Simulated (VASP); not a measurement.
# BiIr (wurtzite type) (P6_3mc) in VASP: a series of runs, part 2 of 2

VASP 6.6.1. The steps go on from the part before.

## 3. Relaxation of cell and atoms, PBE

This run uses another cell than the first one, of 33.37 Å³/atom, 1.166 times its volume.

Contents of INCAR:

```
PREC = Accurate ; ENCUT = 600
EDIFF = 1E-6 ; ISMEAR = -1
SIGMA = 0.05 ; LREAL = False
LASPH = True ; NELM = 100
ALGO = Normal ; ISIF = 3
LWAVE = False ; LCHARG = False
GGA = PE ; IBRION = 2
NSW = 100 ; EDIFFG = -0.005
```

Contents of KPOINTS:

```
Automatic mesh
0
Gamma
  9 9 5
```

Contents of POSCAR:

```
BiIr
1.0
    4.5558582445      0.0000000000      0.0000000000
   -2.2779291223      3.9454889758      0.0000000000
    0.0000000000      0.0000000000      7.4260489385
Ir Bi
2 2
Direct
    0.3333333333      0.6666666667      0.0000000000
    0.6666666667      0.3333333333      0.5000000000
    0.3333333333      0.6666666667      0.3760000000
    0.6666666667      0.3333333333      0.8760000000
```

Potentials or basis: VASP PAW PBE potentials, release 64 (Ir, Bi_d).

On the command line:

```
$ cat potpaw_PBE.64/Ir/POTCAR potpaw_PBE.64/Bi_d/POTCAR > POTCAR
$ mpirun -np 1 vasp_std > vasp.out
```

OUTCAR:

```text
PREC = Accurate
   ENCUT = 600
   EDIFF = 1E-6
   ISMEAR = -1
   LREAL = False
   LASPH = True
   NELM = 100
   ISIF = 3
   GGA = PE
   IBRION = 2
   NSW = 100
   EDIFFG = -0.005

 ion  position               nearest neighbor table
   1  0.333  0.667  0.000-   4 2.79   4 2.79   4 2.79   3 2.79
   2  0.667  0.333  0.500-   3 2.79   3 2.79   3 2.79   4 2.79
   3  0.333  0.667  0.376-   2 2.79   2 2.79   2 2.79   1 2.79
   4  0.667  0.333  0.876-   1 2.79   1 2.79   1 2.79   2 2.79

  LATTYP: Found a hexagonal cell.
 ALAT       =     4.5558582445
 C/A-ratio  =     1.6300000000

  Lattice vectors:

 A1 = (   4.5558582445,   0.0000000000,   0.0000000000)
 A2 = (  -2.2779291223,   3.9454889758,   0.0000000000)
 A3 = (   0.0000000000,   0.0000000000,   7.4260489385)

Analysis of symmetry for initial positions (statically):
=====================================================================
 Subroutine PRICEL returns:
 Original cell was already a primitive cell.

 Routine SETGRP: Setting up the symmetry group for a
 hexagonal supercell.

 Subroutine GETGRP returns: Found 12 space group operations
 (whereof  6 operations were pure point group operations)
 out of a pool of 24 trial point group operations.

The static configuration has the point symmetry C_3v.
 The point group associated with its full space group is C_6v.

Analysis of symmetry for dynamics (positions and initial velocities):
=====================================================================
 Subroutine PRICEL returns:
 Original cell was already a primitive cell.

 Routine SETGRP: Setting up the symmetry group for a
 hexagonal supercell.

 Subroutine GETGRP returns: Found 12 space group operations
 (whereof  6 operations were pure point group operations)
 out of a pool of 24 trial point group operations.

The dynamic configuration has the point symmetry C_3v.
 The point group associated with its full space group is C_6v.

 Subroutine INISYM returns: Found 12 space group operations
[... 103 lines left out ...]
   EDIFFG = -.5E-02   stopping-criterion for IOM
   NSW    =    100    number of steps for IOM
   IBRION =      2    ionic relax: 0-MD 1-quasi-New 2-CG
   NFREE  =      1    steps in history (QN), initial steepest desc. (CG)
   ISIF   =      3    stress and relaxation
   ISYM   =      2    0-nonsym 1-usesym 2-fastsym
   POTIM  = 0.5000    time-step for ionic-motion
   TEBEG  =    0.0;   TEEND  =   0.0 temperature during run
   PSTRESS=    0.0 pullay stress
   NELECT =      48.0000    total number of electrons
   NUPDOWN=      -1.0000    fix difference up-down
   EMIN   =  10.00;   EMAX   =-10.00  energy-range for DOS
   EFERMI =   0.00;   METHOD = LEGACY
   ISMEAR =    -1;   SIGMA  =   0.05  broadening in eV -4-tet -1-fermi 0-gaus
   EFERMI_NEDOS =   21; number of points for ismear=-14 and -15
   IALGO  =     38    algorithm
   IMIX   =      4    mixing-type and parameters
     AMIX     =   0.40;   BMIX     =  1.00
     AMIX_MAG =   1.60;   BMIX_MAG =  1.00
  volume/ion in A,a.u.               =      33.37       225.20
  Fermi-wavevector in a.u.,A,eV,Ry     =   1.164159  2.199941 18.439515  1.355266
  Thomas-Fermi vector in A             =   2.300700
   LORBIT       =      0    0 simple, 1 ext, 2 COOP (PROOUT), +10 PAW based schemes
   GGA     = PE    functional components
   LHFCALC =     F    Hartree Fock is set to
   AEXX    =    0.0000 exact exchange contribution
   IVDW    =     0    specifies the selected vdW correction
   LEPSILON=     F    determine dielectric tensor
   LRPA    =     F    only Hartree local field effects (RPA)
 conjugate gradient relaxation of ions
 non-spin polarized calculation
  energy-cutoff  :      600.00
  volume of cell :      133.48
 maximum number of plane-waves:      4473
   NGX = 19   NGY = 19   NGZ = 29

--------------------------------------- Ionic step        1  -------------------------------------------

 number of electron      47.9999994 magnetization

 Free energy of the ion-electron system (eV)
  ---------------------------------------------------
  ext. energy  EPLUGINS =         0.00000000
  ---------------------------------------------------
  free energy    TOTEN  =       -22.34307357 eV

  energy without entropy =      -22.31464122  energy(sigma->0) =      -22.32885740

 E-fermi :   3.8299     XC(G=0):  -9.2013

 val. band max:        3.8275767607   @ k =   0.2222   0.1111   0.4000
 cond. band min:       3.8406331194   @ k =   0.3333   0.2222   0.4000
 fundamental gap:      0.0130563588
 Fermi energy:         3.8298516689
[... 1604 lines left out ...]
  FREE ENERGIE OF THE ION-ELECTRON SYSTEM (eV)
  ---------------------------------------------------
  free  energy   TOTEN  =       -22.8613890477 eV

  energy  without entropy=      -22.8387944568  energy(sigma->0) =      -22.85009175

[... ionic steps 4 to 20 ...]

--------------------------------------- Ionic step       21  -------------------------------------------

 number of electron      48.0000002 magnetization

------------------------ aborting loop because EDIFF is reached ----------------------------------------
[... 71 lines left out ...]
--------------------------------------- Ionic step       23  -------------------------------------------

 number of electron      48.0000002 magnetization

 Free energy of the ion-electron system (eV)
  ---------------------------------------------------
  ext. energy  EPLUGINS =         0.00000000
  ---------------------------------------------------
  free energy    TOTEN  =       -22.90754122 eV

  energy without entropy =      -22.89463175  energy(sigma->0) =      -22.90108649

 E-fermi :   5.2956     XC(G=0):  -9.9644

 val. band max:        5.1380649977   @ k =   0.2222   0.2222   0.2000
 cond. band min:       5.3015339201   @ k =   0.3333   0.2222   0.4000
 fundamental gap:      0.1634689224
 Fermi energy:         5.2955651682
[... 775 lines left out ...]
  FREE ENERGIE OF THE ION-ELECTRON SYSTEM (eV)
  ---------------------------------------------------
  free  energy   TOTEN  =       -22.9075412178 eV

  energy  without entropy=      -22.8946317544  energy(sigma->0) =      -22.90108649

 reached required accuracy - stopping structural energy minimisation
```

CONTCAR:

```text
BiIr
   1.00000000000000
     4.1816354743191271    0.0000000000044671   -0.0000000000000000
    -2.0908177372015890    3.6214025501412794   -0.0000000000000000
     0.0000000000000000    0.0000000000000000    7.5640088009259072
  Ir              Bi
     2     2
Direct
     0.3333333332999970    0.6666666667000030    0.0102717870293703
     0.6666666667000030    0.3333333332999970    0.5102717870293704
     0.3333333332999970    0.6666666667000030    0.3657282129706274
     0.6666666667000030    0.3333333332999970    0.8657282129706273

  0.00000000E+00  0.00000000E+00  0.00000000E+00
  0.00000000E+00  0.00000000E+00  0.00000000E+00
  0.00000000E+00  0.00000000E+00  0.00000000E+00
  0.00000000E+00  0.00000000E+00  0.00000000E+00
```

It took 24 min on 1 thread of Intel Xeon Platinum 8488C (Sapphire Rapids), shared host; peak memory 0.37 GiB.

What came out:

```yaml
Free_energy: -22.9075 eV
Relaxed_volume: 28.64 Å³/atom
Relaxed_cell: a = 4.182 Å, b = 4.182 Å, c = 7.564 Å, α = 90.00°, β = 90.00°, γ = 120.00°
Space_group_after_relaxing_to_0.05_Å: P6_3mc (No. 186)
Energy_gained_by_relaxing: 141.1 meV/atom
Ionic_steps: 23
Pressure_after_relaxing: 0.0 GPa
Largest_force_after_relaxing: 0.004 eV/Å
Band_gap_on_the_k_mesh: zero (band 24 reaches 7.44 eV, above the bottom of band 25 at 4.64 eV)
```

Forces in eV/Å, atoms in the order of the input:
```
Ir   0.000  0.000  0.004
Ir   0.000  0.000  0.004
Bi   0.000  0.000 -0.004
Bi   0.000  0.000 -0.004
```

The path:
| step | energy change (eV) | largest force (eV/Å) | pressure (GPa) | volume (Å³) |
| --- | --- | --- | --- | --- |
| 1 | 0.0000 | 0.0240 | -8.15 | 133.48 |
| 2 | -0.0688 | 0.1296 | 12.87 | 103.31 |
| 3 | -0.5183 | 0.0626 | -0.21 | 116.20 |
| 4 | -0.5185 | 0.0635 | 0.02 | 115.87 |
| 5 | -0.5204 | 0.0780 | 0.03 | 115.86 |
| 6 | -0.5270 | 0.1158 | 0.04 | 115.83 |
| 7 | -0.5421 | 0.1581 | -0.02 | 115.72 |
| 8 | -0.5617 | 0.1218 | -0.34 | 115.36 |
| 9 | -0.5623 | 0.1069 | -0.42 | 115.27 |
| 10 | -0.5638 | 0.0575 | -0.25 | 114.91 |
| 11 | -0.5643 | 0.0099 | -0.09 | 114.56 |
| 12 | -0.5643 | 0.0057 | -0.08 | 114.54 |
| 13 | -0.5643 | 0.0036 | -0.07 | 114.52 |
| 14 | -0.5643 | 0.0067 | -0.05 | 114.50 |
| 15 | -0.5644 | 0.0117 | 0.05 | 114.43 |
| 16 | -0.5644 | 0.0125 | 0.07 | 114.42 |
| 17 | -0.5645 | 0.0018 | 0.04 | 114.51 |
| 18 | -0.5645 | 0.0061 | 0.03 | 114.53 |
| 19 | -0.5645 | 0.0058 | 0.02 | 114.52 |
| 20 | -0.5645 | 0.0039 | 0.03 | 114.52 |
| 21 | -0.5645 | 0.0044 | 0.02 | 114.51 |
| 22 | -0.5645 | 0.0044 | 0.02 | 114.51 |
| 23 | -0.5645 | 0.0039 | 0.01 | 114.54 |

Final structure:
```
Ir Bi
1.0
     4.18164    0.00000    0.00000
    -2.09082    3.62140    0.00000
     0.00000    0.00000    7.56401
Ir Bi
2 2
Direct
  0.33333 0.66667 0.01027
  0.66667 0.33333 0.51027
  0.33333 0.66667 0.36573
  0.66667 0.33333 0.86573
```

Levels at points of the mesh, in eV from the Fermi level:
```
           k point  band 22  band 23  band 24  band 25  band 26  band 27
(0.00, 0.00, 0.00)    -1.39    -1.39     2.15     2.88     2.88     4.02
```

Caveat: spin-orbit coupling is left out, which moves the levels of the heavy elements.
